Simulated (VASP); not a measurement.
# MgO (zincblende type) (F-43m) in VASP: notebook

The runs below take MgO (zincblende type) through single point, relaxation of cell and atoms, with PBE.

Program: VASP 6.6.1. These are calculated values, not measurements. Logs are shortened: lines on timing, memory, paths and dates and some standing lists are left out, and cuts for length are marked.

### 1 The cell of the first run

Symmetry: F-43m, No. 216, cubic system. The conventional cell has a = 3.839 Å, b = 3.839 Å, c = 3.839 Å, α = 90.00°, β = 90.00°, γ = 90.00°. Within 2.2 Å of Mg (site symmetry -43m) lie 4 O at 1.66 Å. Within 2.2 Å of O (site symmetry -43m) lie 4 Mg at 1.66 Å.

### 2 Single point, PBE

INCAR reads:

```
ALGO = Normal
EDIFF = 1E-7
ENCUT = 520
GGA = PE
ISIF = 2
ISMEAR = -1
LASPH = T
LCHARG = F
LREAL = F
LWAVE = F
NBANDS = 11
NELM = 60
PREC = Accurate
SIGMA = 0.08
```

KPOINTS reads:

```
k-points
0
Gamma
  17 17 17
```

POSCAR reads:

```
MgO
1.0
    0.0000000000      1.9194388556      1.9194388556
    1.9194388556      0.0000000000      1.9194388556
    1.9194388556      1.9194388556      0.0000000000
Mg O
1 1
Direct
    0.0000000000      0.0000000000      0.0000000000
    0.2500000000      0.2500000000      0.2500000000
```

Potentials or basis: VASP PAW PBE potentials, release 64 (Mg, O).

Run with:

```
$ cat potpaw_PBE.64/Mg/POTCAR potpaw_PBE.64/O/POTCAR > POTCAR
$ mpirun -np 1 vasp_std > vasp.out
```

OUTCAR:

```text
EDIFF = 1E-7
   ENCUT = 520
   GGA = PE
   ISIF = 2
   ISMEAR = -1
   LASPH = T
   LREAL = F
   NELM = 60
   PREC = Accurate

 ion  position               nearest neighbor table
   1  0.000  0.000  0.000-   2 1.66   2 1.66   2 1.66   2 1.66
   2  0.250  0.250  0.250-   1 1.66   1 1.66   1 1.66   1 1.66

  LATTYP: Found a face centered cubic cell.
 ALAT       =     3.8388777112

  Lattice vectors:

 A1 = (   0.0000000000,   1.9194388556,   1.9194388556)
 A2 = (   1.9194388556,   0.0000000000,   1.9194388556)
 A3 = (   1.9194388556,   1.9194388556,   0.0000000000)

Analysis of symmetry for initial positions (statically):
=====================================================================
 Subroutine PRICEL returns:
 Original cell was already a primitive cell.

 Routine SETGRP: Setting up the symmetry group for a
 face centered cubic supercell.

 Subroutine GETGRP returns: Found 24 space group operations
 (whereof 24 operations were pure point group operations)
 out of a pool of 48 trial point group operations.

The static configuration has the point symmetry T_d .

Analysis of symmetry for dynamics (positions and initial velocities):
=====================================================================
 Subroutine PRICEL returns:
 Original cell was already a primitive cell.

 Routine SETGRP: Setting up the symmetry group for a
 face centered cubic supercell.

 Subroutine GETGRP returns: Found 24 space group operations
 (whereof 24 operations were pure point group operations)
 out of a pool of 48 trial point group operations.

The dynamic configuration has the point symmetry T_d .

 Subroutine INISYM returns: Found 24 space group operations
 (whereof 24 operations are pure point group operations),
 and found     1 'primitive' translations

----------------------------------------------------------------------------------------

                                     Primitive cell

  volume of cell :      14.1434

  direct lattice vectors                    reciprocal lattice vectors
     0.000000000  1.919438856  1.919438856    -0.260492799  0.260492799  0.260492799
     1.919438856  0.000000000  1.919438856     0.260492799 -0.260492799  0.260492799
     1.919438856  1.919438856  0.000000000     0.260492799  0.260492799 -0.260492799

  length of vectors
[... 81 lines left out ...]
   NELM   =     60;   NELMIN=  2; NELMDL= -5     # of ELM steps
   EDIFF  = 0.1E-06   stopping-criterion for ELM
   LREAL  =      F    real-space projection
   EDIFFG = 0.1E-05   stopping-criterion for IOM
   NSW    =      0    number of steps for IOM
   IBRION =     -1    ionic relax: 0-MD 1-quasi-New 2-CG
   NFREE  =      0    steps in history (QN), initial steepest desc. (CG)
   ISIF   =      2    stress and relaxation
   ISYM   =      2    0-nonsym 1-usesym 2-fastsym
   POTIM  = 0.5000    time-step for ionic-motion
   TEBEG  =    0.0;   TEEND  =   0.0 temperature during run
   PSTRESS=    0.0 pullay stress
   NELECT =       8.0000    total number of electrons
   NUPDOWN=      -1.0000    fix difference up-down
   EMIN   =  10.00;   EMAX   =-10.00  energy-range for DOS
   EFERMI =   0.00;   METHOD = LEGACY
   ISMEAR =    -1;   SIGMA  =   0.08  broadening in eV -4-tet -1-fermi 0-gaus
   EFERMI_NEDOS =   21; number of points for ismear=-14 and -15
   IALGO  =     38    algorithm
   IMIX   =      4    mixing-type and parameters
     AMIX     =   0.40;   BMIX     =  1.00
     AMIX_MAG =   1.60;   BMIX_MAG =  1.00
  volume/ion in A,a.u.               =       7.07        47.72
  Fermi-wavevector in a.u.,A,eV,Ry     =   1.353902  2.558504 24.940166  1.833050
  Thomas-Fermi vector in A             =   2.481118
   LORBIT       =      0    0 simple, 1 ext, 2 COOP (PROOUT), +10 PAW based schemes
   GGA     = PE    functional components
   LHFCALC =     F    Hartree Fock is set to
   AEXX    =    0.0000 exact exchange contribution
   IVDW    =     0    specifies the selected vdW correction
   LEPSILON=     F    determine dielectric tensor
   LRPA    =     F    only Hartree local field effects (RPA)
 non-spin polarized calculation
  energy-cutoff  :      520.00
  volume of cell :       14.14
 maximum number of plane-waves:       390
   NGX =  9   NGY =  9   NGZ =  9

 number of electron       8.0000002 magnetization

 Free energy of the ion-electron system (eV)
  ---------------------------------------------------
  ext. energy  EPLUGINS =         0.00000000
  ---------------------------------------------------
  free energy    TOTEN  =        -7.73983495 eV

  energy without entropy =       -7.73983495  energy(sigma->0) =       -7.73983495

 E-fermi :   6.2980     XC(G=0): -12.2089

 val. band max:        4.4205430869   @ k =  -0.1176   0.1176   0.0000
 cond. band min:      11.8265365819   @ k =   0.4706   0.4706   0.0000
 fundamental gap:      7.4059934950
 Fermi energy:         6.2980353702

 k-point     1 :       0.0000    0.0000    0.0000
  band No.  band energies     occupation
      1     -13.4655      2.00000
      2       4.3795      2.00000
      3       4.3795      2.00000
      4       4.3795      2.00000
      5      11.8272      0.00000
      6      27.5405      0.00000
      7      27.5405      0.00000
      8      27.5405      0.00000
      9      30.0486      0.00000
     10      30.0486      0.00000
     11      31.9077      0.00000
[... 309 lines left out ...]
 k-point    24 :      -0.1176    0.0588    0.0000
  band No.  band energies     occupation
      1     -13.1469      2.00000
      2       3.2497      2.00000
      3       4.2527      2.00000
      4       4.4024      2.00000
      5      13.0454      0.00000
      6      24.8871      0.00000
      7      26.0080      0.00000
      8      26.8003      0.00000
      9      29.0876      0.00000
     10      30.0563      0.00000
     11      31.7400      0.00000

 [... further k-points ...]
[... 5 lines left out ...]
  --------------------------------------------------------------------------------------
  -------------------------------------------------------------------------------------
  Total       17.3652180     17.3652180     17.3652180     -0.0000000      0.0000000      0.0000000
  in kB     1967.1522814   1967.1522814   1967.1522814     -0.0000000      0.0000000      0.0000000
  external PRESSURE =    1967.1522814 kB  Pullay stress =       0.0000000 kB

 VOLUME and BASIS-vectors are now :
 -----------------------------------------------------------------------------
  energy-cutoff  :      520.00
  volume of cell :       14.14
      direct lattice vectors                 reciprocal lattice vectors
     0.000000000  1.919438856  1.919438856    -0.260492799  0.260492799  0.260492799
     1.919438856  0.000000000  1.919438856     0.260492799 -0.260492799  0.260492799
     1.919438856  1.919438856  0.000000000     0.260492799  0.260492799 -0.260492799

 POSITION                                       TOTAL-FORCE (eV/Angst)
 -----------------------------------------------------------------------------------
      0.00000      0.00000      0.00000         0.000000     -0.000000      0.000000
      0.95972      0.95972      0.95972        -0.000000      0.000000     -0.000000
 -----------------------------------------------------------------------------------
    total drift:                               -0.000005     -0.000005     -0.000005

  FREE ENERGIE OF THE ION-ELECTRON SYSTEM (eV)
  ---------------------------------------------------
  free  energy   TOTEN  =        -7.7398349534 eV

  energy  without entropy=       -7.7398349533  energy(sigma->0) =       -7.73983495
```

OSZICAR:

```text
N       E                     dE             d eps       ncg     rms          rms(c)
DAV:   1     0.178237518981E+02    0.17824E+02   -0.49961E+03  4142   0.672E+02
DAV:   2    -0.103725657956E+02   -0.28196E+02   -0.27826E+02  4198   0.152E+02
DAV:   3    -0.108326049639E+02   -0.46004E+00   -0.45982E+00  4525   0.166E+01
DAV:   4    -0.108336067716E+02   -0.10018E-02   -0.10018E-02  4041   0.879E-01
DAV:   5    -0.108336096609E+02   -0.28893E-05   -0.28892E-05  4402   0.448E-02    0.102E+01
DAV:   6    -0.783546415749E+01    0.29981E+01   -0.12408E+01  3918   0.215E+01    0.227E+00
DAV:   7    -0.775982247003E+01    0.75642E-01   -0.23095E-01  4224   0.343E+00    0.149E+00
DAV:   8    -0.774026889067E+01    0.19554E-01   -0.24044E-02  4015   0.168E+00    0.183E-01
DAV:   9    -0.773981303740E+01    0.45585E-03   -0.16819E-03  4314   0.255E-01    0.755E-02
DAV:  10    -0.773983723031E+01   -0.24193E-04   -0.36423E-04  3966   0.145E-01    0.240E-02
DAV:  11    -0.773983423750E+01    0.29928E-05   -0.21509E-05  4209   0.324E-02    0.323E-03
DAV:  12    -0.773983504656E+01   -0.80906E-06   -0.78417E-07  4116   0.794E-03    0.922E-04
DAV:  13    -0.773983495336E+01    0.93204E-07   -0.84662E-08  2513   0.162E-03
   1 F= -.77398350E+01 E0= -.77398350E+01  d E =-.260705E-10
```

Wall time 15 s (1 thread of Intel Xeon 6975P-C, shared host); peak memory 0.15 GiB.

What came out:

```
Free energy            : -7.7398 eV
Pressure               : 196.7 GPa
Band gap on the k mesh : 7.41 eV, indirect (least direct gap 7.45 eV)
```

Levels at points of the mesh, in eV from the valence-band top:
| k point | band 1 | band 2 | band 3 | band 4 | band 5 | band 6 | band 7 | band 8 | band 9 |
| --- | --- | --- | --- | --- | --- | --- | --- | --- | --- |
| (0.00, 0.00, 0.00) | -17.89 | -0.04 | -0.04 | -0.04 | 7.41 | 23.12 | 23.12 | 23.12 | 25.63 |

### 3 Single point, PBE

INCAR reads:

```
ALGO = Normal ; EDIFF = 1E-6
ENCUT = 520 ; GGA = PE
ISIF = 2 ; ISMEAR = -1
LASPH = T ; LCHARG = F
LREAL = F ; LWAVE = F
NBANDS = 11 ; NELM = 60
PREC = Accurate ; SIGMA = 0.08
```

KPOINTS is that of step 2.

POSCAR reads:

```
MgO
1.0
    0.0000000000      1.9189381484      1.9189381484
    1.9189381484      0.0000000000      1.9189381484
    1.9189381484      1.9189381484      0.0000000000
Mg O
1 1
Direct
    0.0000000000      0.0000000000      0.0000000000
    0.2500000000      0.2500000000      0.2500000000
```

Potentials or basis: VASP PAW PBE potentials, release 64 (Mg, O).

Run with:

```
$ cat potpaw_PBE.64/Mg/POTCAR potpaw_PBE.64/O/POTCAR > POTCAR
$ mpirun -np 1 vasp_std > vasp.out
```

Wall time 12 s (1 thread of Intel Xeon 6975P-C, shared host); peak memory 0.15 GiB.

Results (log left out):

| Item | Value |
| --- | --- |
| Free energy | -7.7262 eV |
| Pressure | 197.3 GPa |
| Band gap on the k mesh | 7.41 eV, indirect (least direct gap 7.45 eV) |

Levels at points of the mesh, in eV from the valence-band top:
```tsv
k point	band 1	band 2	band 3	band 4	band 5	band 6	band 7	band 8	band 9
(0.00, 0.00, 0.00)	-17.89	-0.04	-0.04	-0.04	7.41	23.13	23.13	23.13	25.64
```

A k mesh can miss the band edges.

### 4 Relaxation of cell and atoms, PBE, target pressure 190 GPa, at which the enthalpy is minimised

This run uses another cell than the first one, of 6.40 Å³/atom, 0.905 times its volume.

INCAR reads:

```
PREC     = Accurate       # precision mode
ENCUT    = 600            # plane-wave cutoff, eV
EDIFF    = 1E-7           # SCF threshold, eV
ISMEAR   = -1             # smearing method
SIGMA    = 0.08           # smearing width, eV
LREAL    = F              # projectors in reciprocal space
LASPH    = T              # aspherical terms in the spheres
NELM     = 100            # most SCF steps
ALGO     = Normal         # electronic algorithm
ISIF     = 3              # what is computed and relaxed
LWAVE    = F              # write WAVECAR
LCHARG   = F              # write CHGCAR
GGA      = PE             # functional
IBRION   = 2              # ionic algorithm
NSW      = 60             # ionic steps
EDIFFG   = -0.005         # ionic threshold
PSTRESS  = 1900.0
```

KPOINTS reads:

```
regular mesh
0
Gamma
  17 17 17
```

POSCAR reads:

```
MgO
1.0
    0.0000000000      1.8565063395      1.8565063395
    1.8565063395      0.0000000000      1.8565063395
    1.8565063395      1.8565063395      0.0000000000
Mg O
1 1
Direct
    0.0000000000      0.0000000000      0.0000000000
    0.2500000000      0.2500000000      0.2500000000
```

Run with:

```
$ cat potpaw_PBE.64/Mg/POTCAR potpaw_PBE.64/O/POTCAR > POTCAR
$ mpirun -np 1 vasp_std > vasp.out
```

It took 1.7 min on 1 thread of Intel Xeon 6975P-C, shared host; peak memory 0.17 GiB.

The run converged. Its results:

| Quantity | Value |
| --- | --- |
| Free energy | -7.8903 eV |
| Relaxed volume | 7.13 Å³/atom |
| Relaxed cell | a = 2.722 Å, b = 2.722 Å, c = 2.722 Å, α = 60.00°, β = 60.00°, γ = 60.00° |
| Space group after relaxing (to 0.05 Å) | F-43m (No. 216) |
| Energy change on relaxing (the enthalpy is what falls) | -1074.8 meV/atom |
| Ionic steps | 19 |
| Pressure after relaxing | 189.9 GPa |
| Band gap on the k mesh | 7.33 eV, indirect (least direct gap 7.37 eV) |

Step by step:
```csv
step,energy change (eV),largest force (eV/Å),pressure (GPa),volume (Å³)
1,0.0000,0.0000,285.32,12.80
2,-5.7284,0.0000,20.03,21.22
3,-2.5067,0.0000,174.24,14.58
4,-2.1745,0.0000,188.83,14.29
5,-2.1379,0.0000,190.43,14.26
6,-2.1381,0.0000,190.42,14.26
7,-2.1387,0.0000,190.40,14.26
8,-2.1387,0.0000,190.39,14.26
9,-2.1387,0.0000,190.39,14.26
10,-2.1387,0.0000,190.39,14.26
11,-2.1388,0.0000,190.39,14.26
12,-2.1388,0.0000,190.39,14.26
13,-2.1389,0.0000,190.39,14.26
14,-2.1391,0.0000,190.38,14.26
15,-2.1394,0.0000,190.37,14.26
16,-2.1401,0.0000,190.33,14.26
17,-2.1414,0.0000,190.27,14.26
18,-2.1441,0.0000,190.15,14.26
19,-2.1495,0.0000,189.92,14.27
```

Final structure:
```
CELL_PARAMETERS angstrom
0.00000 1.92506 1.92506
1.92506 0.00000 1.92506
1.92506 1.92506 0.00000
ATOMIC_POSITIONS crystal
Mg 0.00000 0.00000 0.00000
O 0.25000 0.25000 0.25000
```

Levels at points of the mesh, in eV from the valence-band top:
```tsv
k point	band 2	band 3	band 4	band 5	band 6	band 7
(0.00, 0.00, 0.00)	-0.04	-0.04	-0.04	7.33	23.01	23.01
```

Caveat: the cell is relaxed towards a set pressure, so the enthalpy falls and the energy may rise.

### 5 Relaxation of cell and atoms, PBE, target pressure 190 GPa, at which the enthalpy is minimised

INCAR reads:

```
SYSTEM = MgO
PREC = Accurate
ENCUT = 600
EDIFF = 1E-6
ISMEAR = -1
SIGMA = 0.08
LREAL = .FALSE.
LASPH = .TRUE.
NELM = 100
ALGO = Normal
ISIF = 3
LWAVE = .FALSE.
LCHARG = .FALSE.
GGA = PE
IBRION = 2
NSW = 32
EDIFFG = -0.005
PSTRESS = 1900.0
```

KPOINTS reads:

```
regular mesh
0
G
  17 17 17
  0 0 0
```

POSCAR reads:

```
MgO
1.0
    0.0000000000      1.9194388556      1.9194388556
    1.9194388556      0.0000000000      1.9194388556
    1.9194388556      1.9194388556      0.0000000000
Mg O
1 1
Direct
    0.0000000000      0.0000000000      0.0000000000
    0.2500000000      0.2500000000      0.2500000000
```

Run with:

```
$ cat potpaw_PBE.64/Mg/POTCAR potpaw_PBE.64/O/POTCAR > POTCAR
$ mpirun -np 1 vasp_std > vasp.out
```

It took 31 s on 1 thread of Intel Xeon Platinum 8259CL at 2.50GHz (Skylake/Cascade Lake), shared host; peak memory 0.17 GiB.

It converged, with:

| Property | Result |
| --- | --- |
| Free energy | -7.8909 eV |
| Relaxed volume | 7.13 Å³/atom |
| Relaxed cell | a = 2.722 Å, b = 2.722 Å, c = 2.722 Å, α = 60.00°, β = 60.00°, γ = 60.00° |
| Space group after relaxing (to 0.05 Å) | F-43m (No. 216) |
| Energy change on relaxing (the enthalpy is what falls) | -72.8 meV/atom |
| Ionic steps | 3 |
| Pressure after relaxing | 189.9 GPa |
| Band gap on the k mesh | 7.33 eV, indirect (least direct gap 7.37 eV) |

Step by step:
| step | energy change (eV) | largest force (eV/Å) | pressure (GPa) | volume (Å³) |
| --- | --- | --- | --- | --- |
| 1 | 0.0000 | 0.0000 | 196.38 | 14.14 |
| 2 | -0.6611 | 0.0000 | 167.27 | 14.73 |
| 3 | -0.1457 | 0.0000 | 189.92 | 14.26 |

Final structure:
```
CELL_PARAMETERS angstrom
0.00000 1.92489 1.92489
1.92489 0.00000 1.92489
1.92489 1.92489 0.00000
ATOMIC_POSITIONS crystal
Mg 0.00000 0.00000 0.00000
O 0.25000 0.25000 0.25000
```

Levels at points of the mesh, in eV from the valence-band top:
```csv
k point,band 1,band 2,band 3,band 4,band 5,band 6,band 7,band 8
"(0.00, 0.00, 0.00)",-17.85,-0.04,-0.04,-0.04,7.33,23.01,23.01,23.01
```

Caveat: the cell is relaxed towards a set pressure, so the enthalpy falls and the energy may rise. Expect the measured gap to be larger: semilocal functionals such as PBE lack the derivative discontinuity.

### 6 Summary

```csv
task,cell,cutoff (eV),gap on the mesh (eV),pressure (GPa)
single point,"a = 2.714 Å, angles 60.0°, 2 atoms",520,7.41,197.3
relaxation of cell and atoms,"relaxed to 190 GPa from a = 2.625 Å, angles 60.0°, 2 atoms",600,7.33,189.9
relaxation of cell and atoms,"relaxed to 190 GPa from a = 2.714 Å, angles 60.0°, 2 atoms",600,7.33,189.9
```

Alike in all rows: level PBE; potentials or basis VASP PAW PBE potentials, release 64 (Mg, O); no spin polarisation; k mesh 17 × 17 × 17; smearing fermi-dirac 0.08 eV.

Caveats: the cell is relaxed towards a set pressure, so the enthalpy falls and the energy may rise (some runs).

Total energies depend on the potentials used, so only differences within one code and one set of settings carry meaning.
